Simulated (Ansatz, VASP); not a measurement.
CdSe in VASP and in Ansatz

```
Cd Se
1.0
     0.00000    2.68928    2.68928
     2.68928    0.00000    2.68928
     2.68928    2.68928    0.00000
Cd Se
1 1
Direct
  0.00000 0.00000 0.00000
  0.50000 0.50000 0.50000
```

Alike in both runs: task relaxation of cell and atoms; functional PBE; k mesh 14 × 14 × 14; occupations fermi-dirac, width 0.1 eV; no spin polarisation.

|  | VASP | Ansatz |
| --- | --- | --- |
| version | VASP 6.6.1 | Ansatz 0.2.0 |
| potentials or method | VASP PAW PBE potentials, release 64 (Cd, Se) | PAW with Ansatz's default frozen-core files, scalar-relativistic |
| plane-wave cutoff (eV) | 600 | 420 |
| valence electrons in the cell | 18 | 36 |

```csv
,VASP,Ansatz,Ansatz less VASP
relaxed volume (Å³/atom),23.73,23.63,-0.109
relaxed length of the cell vector where the two differ most in proportion (Å),4.064,4.058,-0.0062
```

VASP's potentials hold 18 valence electrons a cell and Ansatz's 36, so a difference there can come from the potentials and not from the codes.

Noted on VASP's run: the volume moved by over 15 % at a fixed basis, so the end points are rough.
